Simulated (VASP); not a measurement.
# Si (Cmcm) in VASP: single point with PBEsol

Aim: the single point of Si with PBEsol.

All numbers are computed with VASP 6.6.1; they aren't measurements. Logs are shortened: lines on timing, memory, paths and dates and some standing lists are left out, and cuts for length are marked.

### 1 The cell of the first run

It takes space group Cmcm (No. 63, orthorhombic). Conventional cell: a = 3.829 Å, b = 10.705 Å, c = 12.673 Å, α = 90.00°, β = 90.00°, γ = 90.00°. Si (site symmetry m) has 4 Si at 2.34 to 2.38 Å within 3.1 Å. Within 3.1 Å of Si (site symmetry m) lie 4 Si at 2.35 to 2.38 Å. Within 3.1 Å of Si (site symmetry m) lie 4 Si at 2.34 to 2.38 Å.

### 2 Single point, PBEsol

Contents of INCAR:

```
ALGO = Normal
EDIFF = 1E-6
ENCUT = 500
GGA = PS
GGA_COMPAT = False
ISIF = 2
ISMEAR = 0
LASPH = True
LCHARG = False
LREAL = False
LWAVE = False
NBANDS = 36
NELM = 120
PREC = Accurate
SIGMA = 0.1
```

Contents of KPOINTS:

```
k-points
0
Gamma
  6 6 2
```

Contents of POSCAR:

```
Si
1.0
    1.9144324750     -5.3526803600      0.0000000000
    1.9144324750      5.3526803600      0.0000000000
    0.0000000000      0.0000000000     12.6727301900
Si
12
Direct
    0.7572661800      0.2427338200      0.9451065600
    0.2427338200      0.7572661800      0.0548934400
    0.7572661800      0.2427338200      0.5548934400
    0.2427338200      0.7572661800      0.4451065600
    0.4286850600      0.5713149400      0.1572709100
    0.5713149400      0.4286850600      0.8427290900
    0.4286850600      0.5713149400      0.3427290900
    0.5713149400      0.4286850600      0.6572709100
    0.9712705900      0.0287294100      0.9093701000
    0.0287294100      0.9712705900      0.0906299000
    0.9712705900      0.0287294100      0.5906299000
    0.0287294100      0.9712705900      0.4093701000
```

Potentials or basis: VASP PAW PBE potentials, release 64 (Si).

Run with:

```bash
> cat potpaw_PBE.64/Si/POTCAR > POTCAR
> mpirun -np 1 vasp_std > vasp.out
```

OUTCAR:

```text
EDIFF = 1E-6
   ENCUT = 500
   GGA = PS
   ISIF = 2
   ISMEAR = 0
   LASPH = True
   LREAL = False
   NELM = 120
   PREC = Accurate

 ion  position               nearest neighbor table
   1  0.757  0.243  0.945-   9 2.34   2 2.37   2 2.37   6 2.38
   2  0.243  0.757  0.055-  10 2.34   1 2.37   1 2.37   5 2.38
   3  0.757  0.243  0.555-  11 2.34   4 2.37   4 2.37   8 2.38
   4  0.243  0.757  0.445-  12 2.34   3 2.37   3 2.37   7 2.38
   5  0.429  0.571  0.157-   7 2.35  10 2.35  10 2.35   2 2.38
   6  0.571  0.429  0.843-   8 2.35   9 2.35   9 2.35   1 2.38
   7  0.429  0.571  0.343-   5 2.35  12 2.35  12 2.35   4 2.38
   8  0.571  0.429  0.657-   6 2.35  11 2.35  11 2.35   3 2.38
   9  0.971  0.029  0.909-   1 2.34   6 2.35   6 2.35  10 2.38
  10  0.029  0.971  0.091-   2 2.34   5 2.35   5 2.35   9 2.38
  11  0.971  0.029  0.591-   3 2.34   8 2.35   8 2.35  12 2.38
  12  0.029  0.971  0.409-   4 2.34   7 2.35   7 2.35  11 2.38

  LATTYP: Found a base centered orthorhombic cell.
 ALAT       =     3.8288649500
 B/A-ratio  =     2.7959619521
 C/A-ratio  =     3.3097877192

  Lattice vectors:

 A1 = (   1.9144324750,  -5.3526803600,   0.0000000000)
 A2 = (   1.9144324750,   5.3526803600,   0.0000000000)
 A3 = (   0.0000000000,   0.0000000000,  12.6727301900)

Analysis of symmetry for initial positions (statically):
=====================================================================
 Subroutine PRICEL returns:
 Original cell was already a primitive cell.

 Routine SETGRP: Setting up the symmetry group for a
 base centered orthorhombic supercell.

 Subroutine GETGRP returns: Found  8 space group operations
 (whereof  4 operations were pure point group operations)
 out of a pool of  8 trial point group operations.

The static configuration has the point symmetry C_2h.
 The point group associated with its full space group is D_2h.

Analysis of symmetry for dynamics (positions and initial velocities):
=====================================================================
 Subroutine PRICEL returns:
 Original cell was already a primitive cell.

 Routine SETGRP: Setting up the symmetry group for a
 base centered orthorhombic supercell.

 Subroutine GETGRP returns: Found  8 space group operations
 (whereof  4 operations were pure point group operations)
 out of a pool of  8 trial point group operations.

The dynamic configuration has the point symmetry C_2h.
 The point group associated with its full space group is D_2h.

 Subroutine INISYM returns: Found  8 space group operations
 (whereof  4 operations are pure point group operations),
 and found     1 'primitive' translations

----------------------------------------------------------------------------------------

                                     Primitive cell

  volume of cell :     259.7237

  direct lattice vectors                    reciprocal lattice vectors
     1.914432475 -5.352680360  0.000000000     0.261174007 -0.093411145  0.000000000
     1.914432475  5.352680360  0.000000000     0.261174007  0.093411145  0.000000000
     0.000000000  0.000000000 12.672730190     0.000000000  0.000000000  0.078909594

  length of vectors
     5.684737350  5.684737350 12.672730190     0.277376105  0.277376105  0.078909594

  position of ions in fractional coordinates (direct lattice)
     0.757266180  0.242733820  0.945106560
     0.242733820  0.757266180  0.054893440
     0.757266180  0.242733820  0.554893440
     0.242733820  0.757266180  0.445106560
     0.428685060  0.571314940  0.157270910
     0.571314940  0.428685060  0.842729090
     0.428685060  0.571314940  0.342729090
     0.571314940  0.428685060  0.657270910
     0.971270590  0.028729410  0.909370100
     0.028729410  0.971270590  0.090629900
     0.971270590  0.028729410  0.590629900
     0.028729410  0.971270590  0.409370100

  ion indices of the primitive-cell ions
   primitive index   ion index
                 1           1
                 2           2
                 3           3
                 4           4
                 5           5
                 6           6
                 7           7
                 8           8
                 9           9
                10          10
                11          11
                12          12

----------------------------------------------------------------------------------------

 KPOINTS: k-points

Automatic generation of k-mesh.
 Grid dimensions read from file:
 generate k-points for:    6    6    2

 Generating k-lattice:

  Cartesian coordinates                     Fractional coordinates (reciprocal lattice)
     0.043529001 -0.015568524  0.000000000     0.166666667  0.000000000  0.000000000
     0.043529001  0.015568524  0.000000000     0.000000000  0.166666667  0.000000000
     0.000000000  0.000000000  0.039454797     0.000000000  0.000000000  0.500000000

  Length of vectors
     0.046229351  0.046229351  0.039454797

  Shift w.r.t. Gamma in fractional coordinates (k-lattice)
     0.000000000  0.000000000  0.000000000

 Subroutine IBZKPT returns following result:
 ===========================================

 Found     26 irreducible k-points:

 Following reciprocal coordinates:
            Coordinates               Weight
  0.000000  0.000000  0.000000      1.000000
  0.166667  0.000000  0.000000      4.000000
  0.333333  0.000000  0.000000      4.000000
  0.500000  0.000000  0.000000      2.000000
  0.166667  0.166667  0.000000      2.000000
  0.333333  0.166667  0.000000      4.000000
[... 16 lines left out ...]
  0.333333  0.333333  0.500000      2.000000
  0.500000  0.333333  0.500000      4.000000
 [... further k-points ...]
   k-points           NKPTS =     26   k-points in BZ     NKDIM =     26   number of bands    NBANDS=     36
   number of dos      NEDOS =    301   number of ions     NIONS =     12
   total plane-waves  NPLWV = 169344
   dimension x,y,z NGX =    42 NGY =   42 NGZ =   96
   dimension x,y,z NGXF=    84 NGYF=   84 NGZF=  192
   ions per type =              12
   NGX,Y,Z   is equivalent  to a cutoff of  12.28, 12.28, 12.59 a.u.
   NGXF,Y,Z  is equivalent  to a cutoff of  24.57, 24.57, 25.19 a.u.
 SYSTEM =  unknown system
   PREC   = accura    normal or accurate (medium, high low for compatibility)
   ISTART =      0    job   : 0-new  1-cont  2-samecut
   ICHARG =      2    charge: 1-file 2-atom 10-const
   ISPIN  =      1    spin polarized calculation?
   LNONCOLLINEAR =      F non collinear calculations
   LSORBIT =      F    spin-orbit coupling
   LASPH  =      T    aspherical Exc in radial PAW
   ENCUT  =  500.0 eV  36.75 Ry    6.06 a.u.  10.36 10.36 23.11*2*pi/ulx,y,z
   NELM   =    120;   NELMIN=  2; NELMDL= -5     # of ELM steps
   EDIFF  = 0.1E-05   stopping-criterion for ELM
   LREAL  =      F    real-space projection
   EDIFFG = 0.1E-04   stopping-criterion for IOM
   NSW    =      0    number of steps for IOM
   IBRION =     -1    ionic relax: 0-MD 1-quasi-New 2-CG
   NFREE  =      0    steps in history (QN), initial steepest desc. (CG)
   ISIF   =      2    stress and relaxation
   ISYM   =      2    0-nonsym 1-usesym 2-fastsym
   POTIM  = 0.5000    time-step for ionic-motion
   TEBEG  =    0.0;   TEEND  =   0.0 temperature during run
   PSTRESS=    0.0 pullay stress
   NELECT =      48.0000    total number of electrons
   NUPDOWN=      -1.0000    fix difference up-down
   EMIN   =  10.00;   EMAX   =-10.00  energy-range for DOS
   EFERMI =   0.00;   METHOD = LEGACY
   ISMEAR =     0;   SIGMA  =   0.10  broadening in eV -4-tet -1-fermi 0-gaus
   EFERMI_NEDOS =   21; number of points for ismear=-14 and -15
   IALGO  =     38    algorithm
   IMIX   =      4    mixing-type and parameters
     AMIX     =   0.40;   BMIX     =  1.00
     AMIX_MAG =   1.60;   BMIX_MAG =  1.00
  volume/ion in A,a.u.               =      21.64       146.06
  Fermi-wavevector in a.u.,A,eV,Ry     =   0.932505  1.762180 11.831170  0.869566
  Thomas-Fermi vector in A             =   2.059110
   LORBIT       =      0    0 simple, 1 ext, 2 COOP (PROOUT), +10 PAW based schemes
   GGA     = PS    functional components
   LHFCALC =     F    Hartree Fock is set to
   AEXX    =    0.0000 exact exchange contribution
   IVDW    =     0    specifies the selected vdW correction
   LEPSILON=     F    determine dielectric tensor
   LRPA    =     F    only Hartree local field effects (RPA)
 non-spin polarized calculation
 Gauss-broadening in eV      SIGMA  =   0.10
  energy-cutoff  :      500.00
  volume of cell :      259.72
 maximum number of plane-waves:      6627
 NGX is ok and might be reduce to    42
   NGX = 21   NGY = 21   NGZ = 47

 number of electron      48.0000000 magnetization

 Free energy of the ion-electron system (eV)
  ---------------------------------------------------
  ext. energy  EPLUGINS =         0.00000000
  ---------------------------------------------------
  free energy    TOTEN  =       -67.81743825 eV

  energy without entropy =      -67.81739333  energy(sigma->0) =      -67.81741579

 E-fermi :   5.3029     XC(G=0):  -9.0615

 val. band max:        5.1119814746   @ k =   0.5000   0.5000   0.0000
 cond. band min:       5.5321602535   @ k =   0.5000   0.5000   0.5000
 fundamental gap:      0.4201787789
 Fermi energy:         5.3029382850

 k-point     1 :       0.0000    0.0000    0.0000
  band No.  band energies     occupation
      1      -7.0215      2.00000
      2      -6.6878      2.00000
      3      -5.4553      2.00000
      4      -4.1270      2.00000
      5      -3.5975      2.00000
      6      -2.7983      2.00000
[... 28 lines left out ...]
     35       8.6888      0.00000
     36       9.3660      0.00000

 k-point     2 :       0.1667    0.0000    0.0000
  band No.  band energies     occupation
      1      -6.7454      2.00000
      2      -6.4102      2.00000
      3      -5.2203      2.00000
      4      -3.8905      2.00000
      5      -3.4732      2.00000
      6      -2.8085      2.00000
[... 28 lines left out ...]
     35       8.9189      0.00000
     36       8.9795      0.00000

 k-point     3 :       0.3333    0.0000    0.0000
  band No.  band energies     occupation
      1      -5.9385      2.00000
      2      -5.6043      2.00000
      3      -4.5936      2.00000
      4      -3.3291      2.00000
      5      -3.1511      2.00000
      6      -3.0120      2.00000
[... 28 lines left out ...]
     35       9.3261      0.00000
     36       9.5379      0.00000

 k-point     4 :       0.5000    0.0000    0.0000
  band No.  band energies     occupation
      1      -4.8446      2.00000
      2      -4.6516      2.00000
      3      -4.5624      2.00000
      4      -3.8797      2.00000
      5      -3.8544      2.00000
      6      -2.7138      2.00000
[... 28 lines left out ...]
     35       8.4386      0.00000
     36       9.2115      0.00000

 k-point     5 :       0.1667    0.1667    0.0000
  band No.  band energies     occupation
      1      -6.0560      2.00000
      2      -5.7303      2.00000
      3      -4.6418      2.00000
      4      -3.4029      2.00000
      5      -2.9926      2.00000
      6      -2.2819      2.00000
[... 655 lines left out ...]
 k-point    22 :      -0.1667    0.1667    0.5000
  band No.  band energies     occupation
      1      -6.7611      2.00000
      2      -6.7611      2.00000
      3      -4.8998      2.00000
      4      -4.8998      2.00000
      5      -3.6119      2.00000
      6      -3.6119      2.00000
[... 28 lines left out ...]
     35       8.4843      0.00000
     36       8.4843      0.00000

 k-point    23 :       0.3333    0.3333    0.5000
  band No.  band energies     occupation
      1      -5.0732      2.00000
      2      -5.0732      2.00000
      3      -4.6062      2.00000
      4      -4.6062      2.00000
      5      -3.6953      2.00000
      6      -3.6953      2.00000
[... 28 lines left out ...]
     35       8.9547      0.00000
     36       9.0375      0.00000

 k-point    24 :       0.5000    0.3333    0.5000
  band No.  band energies     occupation
      1      -5.9250      2.00000
      2      -5.9250      2.00000
      3      -5.0832      2.00000
      4      -5.0832      2.00000
      5      -4.0895      2.00000
      6      -4.0895      2.00000
[... 28 lines left out ...]
     35       8.6769      0.00000
     36       8.6769      0.00000

 [... further k-points ...]

------------------------ aborting loop because EDIFF is reached ----------------------------------------

  FORCE on cell =-STRESS in cart. coord.  units (eV):
  Direction    XX          YY          ZZ          XY          YZ          ZX
  --------------------------------------------------------------------------------------
  -------------------------------------------------------------------------------------
  Total       -0.1725349     -0.3375301     -0.4309262      0.0000000      0.0000000      0.0000000
  in kB       -1.0643292     -2.0821479     -2.6582872      0.0000000      0.0000000      0.0000000
  external PRESSURE =      -1.9349214 kB  Pullay stress =       0.0000000 kB

 VOLUME and BASIS-vectors are now :
 -----------------------------------------------------------------------------
  energy-cutoff  :      500.00
  volume of cell :      259.72
      direct lattice vectors                 reciprocal lattice vectors
     1.914432475 -5.352680360  0.000000000     0.261174007 -0.093411145  0.000000000
     1.914432475  5.352680360  0.000000000     0.261174007  0.093411145  0.000000000
     0.000000000  0.000000000 12.672730190     0.000000000  0.000000000  0.078909594

 POSITION                                       TOTAL-FORCE (eV/Angst)
 -----------------------------------------------------------------------------------
      1.91443     -2.75413     11.97708         0.000000      0.039440      0.012755
      1.91443      2.75413      0.69565         0.000000     -0.039440     -0.012755
      1.91443     -2.75413      7.03201         0.000000      0.039440     -0.012755
      1.91443      2.75413      5.64072         0.000000     -0.039440      0.012755
      1.91443      0.76345      1.99305         0.000000      0.003584     -0.031528
      1.91443     -0.76345     10.67968         0.000000     -0.003584      0.031528
      1.91443      0.76345      4.34331         0.000000      0.003584      0.031528
      1.91443     -0.76345      8.32942         0.000000     -0.003584     -0.031528
      1.91443     -5.04512     11.52420         0.000000     -0.021399      0.002755
      1.91443      5.04512      1.14853         0.000000      0.021399     -0.002755
      1.91443     -5.04512      7.48489         0.000000     -0.021399     -0.002755
      1.91443      5.04512      5.18784         0.000000      0.021399      0.002755
 -----------------------------------------------------------------------------------
    total drift:                               -0.000000      0.000000      0.000000

  FREE ENERGIE OF THE ION-ELECTRON SYSTEM (eV)
  ---------------------------------------------------
  free  energy   TOTEN  =       -67.8174382499 eV

  energy  without entropy=      -67.8173933339  energy(sigma->0) =      -67.81741579
```

It took 6.5 min on 1 thread of Intel Xeon 8259CL, shared host; peak memory 0.48 GiB.

Results:

- Free energy: -67.8174 eV
- Pressure: -0.2 GPa
- Largest force: 0.041 eV/Å
- Band gap on the k mesh: 0.42 eV (least direct gap 0.48 eV)

Forces in eV/Å, atoms in the order of the input:
```
Si   0.000  0.039  0.013
Si   0.000 -0.039 -0.013
Si   0.000  0.039 -0.013
Si   0.000 -0.039  0.013
Si   0.000  0.004 -0.032
Si   0.000 -0.004  0.032
Si   0.000  0.004  0.032
Si   0.000 -0.004 -0.032
Si   0.000 -0.021  0.003
Si   0.000  0.021 -0.003
Si   0.000 -0.021 -0.003
Si   0.000  0.021  0.003
```

Stress tensor (GPa, compression positive):
```
-0.11  0.00  0.00
 0.00 -0.21  0.00
 0.00  0.00 -0.27
```

Levels at points of the mesh, in eV from the valence-band top:
| k point | band 22 | band 23 | band 24 | band 25 | band 26 | band 27 |
| --- | --- | --- | --- | --- | --- | --- |
| (0.00, 0.00, 0.00) | -1.00 | -0.55 | -0.47 | 0.58 | 1.16 | 1.23 |
| (0.50, 0.00, 0.00) | -2.05 | -2.03 | -1.25 | 1.15 | 1.25 | 1.34 |
| (0.50, 0.50, 0.00) | -0.78 | -0.42 | 0.00 | 0.48 | 0.61 | 1.47 |
| (0.00, 0.00, 0.50) | -1.09 | -0.90 | -0.90 | 0.98 | 0.98 | 1.38 |
| (0.50, 0.00, 0.50) | -2.01 | -1.67 | -1.67 | 1.33 | 1.33 | 1.81 |
| (0.50, 0.50, 0.50) | -1.13 | -0.12 | -0.12 | 0.42 | 0.42 | 1.64 |

Caveat: the PAW data sets were made with another functional, which shifts forces and pressure a little.
